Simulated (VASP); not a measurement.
# ZnS (P6/mmm) in VASP: a series of runs, part 2 of 2

VASP 6.6.1.

## 4. Relaxation of cell and atoms, PBE

This run uses another cell than the first one, of 23.42 Å³/atom, 1.392 times its volume.

File INCAR:

```
PREC = Accurate
ENCUT = 600
EDIFF = 1E-6
ISMEAR = 0
SIGMA = 0.1
LREAL = F
LASPH = T
NELM = 60
ALGO = Normal
ISIF = 3
LWAVE = F
LCHARG = F
GGA = PE
IBRION = 2
NSW = 90
EDIFFG = -0.04
```

File KPOINTS:

```
Automatic mesh
0
Gamma
  6 6 4
```

File POSCAR:

```
ZnS
1.0
    3.3234615200      0.0000000000      0.0000000000
   -1.6617307600      2.8782021100      0.0000000000
    0.0000000000      0.0000000000      4.8966809400
Zn S
1 1
Direct
    0.0000000000      0.0000000000      0.5000000000
    0.0000000000      0.0000000000      0.0000000000
```

Potentials or basis: VASP PAW PBE potentials, release 64 (Zn, S).

Started as:

```bash
cat potpaw_PBE.64/Zn/POTCAR potpaw_PBE.64/S/POTCAR > POTCAR
mpirun -np 1 vasp_std > vasp.out
```

OUTCAR:

```text
PREC = Accurate
   ENCUT = 600
   EDIFF = 1E-6
   ISMEAR = 0
   LREAL = F
   LASPH = T
   NELM = 60
   ISIF = 3
   GGA = PE
   IBRION = 2
   NSW = 90
   EDIFFG = -0.04

 ion  position               nearest neighbor table
   1  0.000  0.000  0.500-   2 2.45   2 2.45
   2  0.000  0.000  0.000-   1 2.45   1 2.45

  LATTYP: Found a hexagonal cell.
 ALAT       =     3.3234615200
 C/A-ratio  =     1.4733677253

  Lattice vectors:

 A1 = (   3.3234615200,   0.0000000000,   0.0000000000)
 A2 = (  -1.6617307600,   2.8782021100,   0.0000000000)
 A3 = (   0.0000000000,   0.0000000000,   4.8966809400)

Analysis of symmetry for initial positions (statically):
=====================================================================
 Subroutine PRICEL returns:
 Original cell was already a primitive cell.

 Routine SETGRP: Setting up the symmetry group for a
 hexagonal supercell.

 Subroutine GETGRP returns: Found 24 space group operations
 (whereof 24 operations were pure point group operations)
 out of a pool of 24 trial point group operations.

The static configuration has the point symmetry D_6h.

Analysis of symmetry for dynamics (positions and initial velocities):
=====================================================================
 Subroutine PRICEL returns:
 Original cell was already a primitive cell.

 Routine SETGRP: Setting up the symmetry group for a
 hexagonal supercell.

 Subroutine GETGRP returns: Found 24 space group operations
 (whereof 24 operations were pure point group operations)
 out of a pool of 24 trial point group operations.

The dynamic configuration has the point symmetry D_6h.

 Subroutine INISYM returns: Found 24 space group operations
 (whereof 24 operations are pure point group operations),
 and found     1 'primitive' translations

----------------------------------------------------------------------------------------

                                     Primitive cell
[... 140 lines left out ...]

  FORCE on cell =-STRESS in cart. coord.  units (eV):
  Direction    XX          YY          ZZ          XY          YZ          ZX
  --------------------------------------------------------------------------------------
  -------------------------------------------------------------------------------------
  Total       -0.6749744     -0.6749744     -3.4757826      0.0000000      0.0000000      0.0000000
  in kB      -23.0878850    -23.0878851   -118.8911246      0.0000000      0.0000000      0.0000000
  external PRESSURE =     -55.0222983 kB  Pullay stress =       0.0000000 kB
[... 89 lines left out ...]
  FREE ENERGIE OF THE ION-ELECTRON SYSTEM (eV)
  ---------------------------------------------------
  free  energy   TOTEN  =        -4.3173167498 eV

  energy  without entropy=       -4.3034157446  energy(sigma->0) =       -4.31036625

 E-fermi :   0.6701     XC(G=0):  -8.1972

 val. band max:        0.6224305190   @ k =   0.1667   0.0000   0.5000
 cond. band min:       0.6957680652   @ k =   0.1667   0.0000   0.0000
 fundamental gap:      0.0733375462
 Fermi energy:         0.6701188431

 k-point     1 :       0.0000    0.0000    0.0000
  band No.  band energies     occupation
      1     -12.6830      2.00000
      2      -6.9477      2.00000
      3      -6.9477      2.00000
      4      -6.8346      2.00000
      5      -6.8346      2.00000
      6      -6.6669      2.00000
      7      -3.3964      2.00000
      8      -0.1544      2.00000
      9      -0.1544      2.00000
     10       0.2029      2.00000
     11       6.7419      0.00000
     12      10.0352      0.00000
     13      10.4367      0.00000
[... 306 lines left out ...]
  band No.  band energies     occupation
      1     -11.3132      2.00000
      2      -8.3112      2.00000
      3      -7.1334      2.00000
      4      -7.1334      2.00000
      5      -6.8055      2.00000
      6      -6.8055      2.00000
      7      -3.9741      2.00000
      8      -0.6741      2.00000
      9      -0.6741      2.00000
     10       2.6221      0.00000
     11       2.6221      0.00000
     12       8.9657      0.00000
     13      10.8018      0.00000

[... ionic steps 4 to 20 ...]

--------------------------------------- Ionic step       21  -------------------------------------------

 number of electron      18.0000009 magnetization

------------------------ aborting loop because EDIFF is reached ----------------------------------------
[... 67 lines left out ...]
--------------------------------------- Ionic step       23  -------------------------------------------

 number of electron      18.0000001 magnetization

 Free energy of the ion-electron system (eV)
  ---------------------------------------------------
  ext. energy  EPLUGINS =         0.00000000
  ---------------------------------------------------
  free energy    TOTEN  =        -4.97674868 eV

  energy without entropy =       -4.97674868  energy(sigma->0) =       -4.97674868

 E-fermi :  -1.7493     XC(G=0):  -6.0191

 val. band max:       -2.2110962038   @ k =   0.0000   0.0000   0.5000
 cond. band min:      -1.2881247235   @ k =   0.0000   0.0000   0.0000
 fundamental gap:      0.9229714803
 Fermi energy:        -1.7493193704

 k-point     1 :       0.0000    0.0000    0.0000
  band No.  band energies     occupation
      1     -14.4983      2.00000
      2      -9.0788      2.00000
      3      -9.0788      2.00000
      4      -8.9636      2.00000
      5      -8.9636      2.00000
      6      -8.6113      2.00000
      7      -5.3167      2.00000
      8      -3.1717      2.00000
      9      -3.1717      2.00000
     10      -1.2881      0.00000
     11       3.1832      0.00000
     12       5.8943      0.00000
     13       5.8946      0.00000
[... 347 lines left out ...]
  FREE ENERGIE OF THE ION-ELECTRON SYSTEM (eV)
  ---------------------------------------------------
  free  energy   TOTEN  =        -4.9767486782 eV

  energy  without entropy=       -4.9767486782  energy(sigma->0) =       -4.97674868

 reached required accuracy - stopping structural energy minimisation
```

It took 3.8 min on 1 thread of AMD EPYC 9R45 (Zen 5), shared host; peak memory 0.16 GiB.

What came out:

| Quantity | Value |
| --- | --- |
| Free energy | -4.9767 eV |
| Relaxed volume | 43.63 Å³/atom |
| Relaxed cell | a = 4.913 Å, b = 4.913 Å, c = 4.175 Å, α = 90.00°, β = 90.00°, γ = 120.00° |
| Space group after relaxing (to 0.05 Å) | P6/mmm (No. 191) |
| Energy gained by relaxing | 432.9 meV/atom |
| Ionic steps | 23 |
| Pressure after relaxing | 0.0 GPa |
| Band gap on the k mesh | 0.92 eV, indirect (least direct gap 1.88 eV) |

Step by step:
```
step  energy change (eV)  largest force (eV/Å)  pressure (GPa)  volume (Å³)
   1              0.0000                0.0000           -5.50        46.84
   2             -0.2020                0.0000            1.32        41.53
   3             -0.2063                0.0000            1.93        41.00
   4             -0.2119                0.0000            3.32        39.95
   5             -0.2454                0.0000            9.75        40.58
   6             -0.2565                0.0000            7.75        40.42
   7             -0.3044                0.0000            7.40        41.67
   8             -0.4230                0.0000            6.22        45.49
   9             -0.6255                0.0000            4.82        53.53
  10             -0.6391                0.0000            6.70        70.98
  11             -0.6955                0.0000            5.65        64.54
  12             -0.8121                0.0000            2.15        70.49
  13             -0.8403                0.0000           -0.81        78.51
  14             -0.8440                0.0000           -0.15        76.53
  15             -0.8439                0.0000           -0.27        76.78
  16             -0.8483                0.0000           -0.25        78.04
  17             -0.8586                0.0000           -0.25        81.89
  18             -0.8646                0.0000           -0.20        89.83
  19             -0.8653                0.0000           -0.17        87.24
  20             -0.8654                0.0000           -0.21        88.08
  21             -0.8654                0.0000           -0.19        87.82
  22             -0.8654                0.0000            0.22        86.75
  23             -0.8657                0.0000            0.05        87.26
```

Final structure:
```
Zn S
1.0
     4.91255    0.00000    0.00000
    -2.45628    4.25440    0.00000
     0.00000    0.00000    4.17530
Zn S
1 1
Cartesian
  0.0000 0.0000 2.0876
  0.0000 0.0000 0.0000
```

Levels at points of the mesh, in eV from the valence-band top:
| k point | band 6 | band 7 | band 8 | band 9 | band 10 | band 11 | band 12 | band 13 |
| --- | --- | --- | --- | --- | --- | --- | --- | --- |
| (0.00, 0.00, 0.00) | -6.40 | -3.11 | -0.96 | -0.96 | 0.92 | 5.39 | 8.11 | 8.11 |
| (0.50, 0.00, 0.00) | -6.35 | -3.07 | -1.63 | -1.10 | 1.52 | 5.45 | 6.19 | 7.45 |
| (0.00, 0.00, 0.50) | -6.75 | -4.41 | 0.00 | 0.00 | 4.82 | 4.82 | 5.56 | 6.16 |
| (0.50, 0.00, 0.50) | -6.74 | -4.22 | -0.47 | -0.10 | 2.89 | 4.38 | 7.01 | 7.72 |

Caveat: the volume moved by over 15 % at a fixed basis, so the end points are rough. A k mesh can miss the band edges.

## 5. Summary

| task | cell | cutoff (eV) | gap on the mesh (eV) | pressure (GPa) |
| --- | --- | --- | --- | --- |
| single point | a = 2.618, b = 2.618, c = 5.671 Å, angles 90.0, 90.0, 120.0°, 2 atoms | 520 | none | 0.1 |
| single point | a = 3.323, b = 3.323, c = 4.897 Å, angles 90.0, 90.0, 120.0°, 2 atoms | 520 | none | -5.5 |
| relaxation of cell and atoms | relaxed from a = 3.323, b = 3.323, c = 4.897 Å, angles 90.0, 90.0, 120.0°, 2 atoms | 600 | 0.92 | 0.0 |

Alike in all rows: level PBE; potentials or basis VASP PAW PBE potentials, release 64 (Zn, S); no spin polarisation; k mesh 6 × 6 × 4; smearing gaussian 0.1 eV.

Caveats: some runs use coarse meshes; the volume moved by over 15 % at a fixed basis, so the end points are rough (some runs).

Total energies depend on the potentials used, so only differences within one code and one set of settings carry meaning.
